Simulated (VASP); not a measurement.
# Ti (Im-3m) in VASP: further runs, part 2 of 2

VASP 6.6.1. Earlier steps stand in the parts before.

## (3) Single point, RPBE (volume scaled by 0.96)

INCAR reads:

```
PREC = Accurate
ENCUT = 520
EDIFF = 1E-7
ISMEAR = -1
SIGMA = 0.1
LREAL = F
LASPH = T
NELM = 80
ALGO = Normal
ISIF = 2
LWAVE = F
LCHARG = F
GGA = RP
NBANDS = 12
```

KPOINTS reads:

```
regular mesh
0
Gamma
  15 15 15
```

POSCAR reads:

```
Ti
1.0
   -1.6246592297      1.6246592297      1.6246592297
    1.6246592297     -1.6246592297      1.6246592297
    1.6246592297      1.6246592297     -1.6246592297
Ti
1
Direct
    0.0000000000      0.0000000000      0.0000000000
```

Potentials or basis: VASP PAW PBE potentials, release 64 (Ti_sv).

Run with:

```sh
cat potpaw_PBE.64/Ti_sv/POTCAR > POTCAR
mpirun -np 1 vasp_std > vasp.out
```

It took 46 s on 1 thread of AMD EPYC 7R13, shared host; peak memory 0.12 GiB.

The run converged. Its results:

```
Free energy            : -7.3534 eV
Pressure               : 4.0 GPa
Band gap on the k mesh : zero (band 6 reaches 9.35 eV, above the bottom of band 7 at 7.67 eV)
```

Levels at points of the mesh, in eV from the Fermi level:
```csv
k point,band 3,band 4,band 5,band 6,band 7,band 8,band 9,band 10
"(0.00, 0.00, 0.00)",-32.43,-32.43,-6.01,1.01,1.01,1.01,2.79,2.79
```

Caveat: the cell differs from its parent crystal (volume scaled by 0.96); the PAW data sets were made with another functional, which shifts forces and pressure a little.

## (4) Single point, RPBE

This run uses another cell than the first one, of 17.87 Å³/atom, 1.087 times its volume.

INCAR reads:

```
SYSTEM = Ti
PREC = Accurate
ENCUT = 520
EDIFF = 1E-7
ISMEAR = -1
SIGMA = 0.1
LREAL = .False.
LASPH = .True.
NELM = 80
ALGO = Normal
ISIF = 2
LWAVE = .False.
LCHARG = .False.
GGA = RP
NBANDS = 12
```

KPOINTS reads:

```
Automatic mesh
0
Gamma
  15 15 15
  0 0 0
```

POSCAR reads:

```
Ti
1.0
   -1.6469176015      1.6469176015      1.6469176015
    1.6469176015     -1.6469176015      1.6469176015
    1.6469176015      1.6469176015     -1.6469176015
Ti
1
Direct
    0.0000000000      0.0000000000      0.0000000000
```

Potentials or basis: VASP PAW PBE potentials, release 64 (Ti_sv).

Run with:

```sh
cat potpaw_PBE.64/Ti_sv/POTCAR > POTCAR
mpirun -np 1 vasp_std > vasp.out
```

OUTCAR:

```text
SYSTEM = Ti
   PREC = Accurate
   ENCUT = 520
   EDIFF = 1E-7
   ISMEAR = -1
   LREAL = .False.
   LASPH = .True.
   NELM = 80
   ISIF = 2
   GGA = RP

 ion  position               nearest neighbor table
   1  0.000  0.000  0.000-

  LATTYP: Found a body centered cubic cell.
 ALAT       =     3.2938352030

  Lattice vectors:

 A1 = (  -1.6469176015,   1.6469176015,   1.6469176015)
 A2 = (   1.6469176015,  -1.6469176015,   1.6469176015)
 A3 = (   1.6469176015,   1.6469176015,  -1.6469176015)

Analysis of symmetry for initial positions (statically):
[... 529 lines left out ...]
      5       6.2805      2.00000
      6       7.5283      1.95877
      7       7.9489      0.82914
      8      10.5154      0.00000
      9      11.0379      0.00000
     10      13.5296      0.00000
     11      16.2351      0.00000
     12      18.9171      0.00000

 [... further k-points ...]
[... 5 lines left out ...]
  --------------------------------------------------------------------------------------
  -------------------------------------------------------------------------------------
  Total       -0.0283420     -0.0283420     -0.0283420     -0.0000000      0.0000000      0.0000000
  in kB       -2.5413578     -2.5413578     -2.5413578     -0.0000000      0.0000000      0.0000000
  external PRESSURE =      -2.5413578 kB  Pullay stress =       0.0000000 kB

 VOLUME and BASIS-vectors are now :
 -----------------------------------------------------------------------------
  energy-cutoff  :      520.00
  volume of cell :       17.87
      direct lattice vectors                 reciprocal lattice vectors
    -1.646917601  1.646917601  1.646917601     0.000000000  0.303597460  0.303597460
     1.646917601 -1.646917601  1.646917601     0.303597460  0.000000000  0.303597460
     1.646917601  1.646917601 -1.646917601     0.303597460  0.303597460  0.000000000

 POSITION                                       TOTAL-FORCE (eV/Angst)
 -----------------------------------------------------------------------------------
      0.00000      0.00000      0.00000         0.000000      0.000000      0.000000
 -----------------------------------------------------------------------------------
    total drift:                               -0.000000      0.000000      0.000000

  FREE ENERGIE OF THE ION-ELECTRON SYSTEM (eV)
  ---------------------------------------------------
  free  energy   TOTEN  =        -7.3617456461 eV

  energy  without entropy=       -7.2814165105  energy(sigma->0) =       -7.32158108
```

OSZICAR:

```text
N       E                     dE             d eps       ncg     rms          rms(c)
DAV:   1     0.869868586640E+02    0.86987E+02   -0.66228E+03  2900   0.118E+03
DAV:   2    -0.408742175518E+01   -0.91074E+02   -0.88836E+02  2932   0.296E+02
DAV:   3    -0.831075167059E+01   -0.42233E+01   -0.41710E+01  3992   0.649E+01
DAV:   4    -0.840330989260E+01   -0.92558E-01   -0.92474E-01  3248   0.865E+00
DAV:   5    -0.840564798628E+01   -0.23381E-02   -0.23380E-02  3392   0.119E+00    0.792E+00
DAV:   6    -0.735122660369E+01    0.10544E+01   -0.25447E+00  3092   0.226E+01    0.198E+00
DAV:   7    -0.735137794980E+01   -0.15135E-03   -0.67127E-02  3472   0.279E+00    0.122E+00
DAV:   8    -0.736123801081E+01   -0.98601E-02   -0.32726E-02  3036   0.207E+00    0.875E-02
DAV:   9    -0.736171709451E+01   -0.47908E-03   -0.25961E-03  3556   0.478E-01    0.773E-02
DAV:  10    -0.736177273835E+01   -0.55644E-04   -0.16653E-04  3092   0.142E-01    0.206E-02
DAV:  11    -0.736174359883E+01    0.29140E-04   -0.26813E-05  3284   0.746E-02    0.427E-03
DAV:  12    -0.736174480090E+01   -0.12021E-05   -0.80966E-07  3284   0.122E-02    0.120E-03
DAV:  13    -0.736174566995E+01   -0.86905E-06   -0.35684E-07  3484   0.365E-03    0.119E-03
DAV:  14    -0.736174564607E+01    0.23882E-07   -0.15609E-08  1612   0.105E-03
   1 F= -.73617456E+01 E0= -.73215811E+01  d E =-.803291E-01
```

Wall time 40 s (1 thread of AMD EPYC 7R13, shared host); peak memory 0.12 GiB.

Results:

```yaml
Free_energy: -7.3617 eV
Pressure: -0.3 GPa
Band_gap_on_the_k_mesh: zero (band 6 reaches 8.89 eV, above the bottom of band 7 at 7.28 eV)
```

Caveat: the PAW data sets were made with another functional, which shifts forces and pressure a little.

## (5) The runs side by side

```csv
cell,gap on the mesh (eV),pressure (GPa)
"a = 2.774 Å, angles 109.5°, 1 atom",none,9.1
"a = 2.814 Å, angles 109.5°, 1 atom",none,4.0
"a = 2.853 Å, angles 109.5°, 1 atom",none,-0.3
```

Alike in all rows: task single point; level RPBE; potentials or basis VASP PAW PBE potentials, release 64 (Ti_sv); no spin polarisation; k mesh 15 × 15 × 15; cutoff (eV) 520; smearing fermi-dirac 0.1 eV.

Caveats: the PAW data sets were made with another functional, which shifts forces and pressure a little.

Total energies depend on the potentials used, so only differences within one code and one set of settings carry meaning.
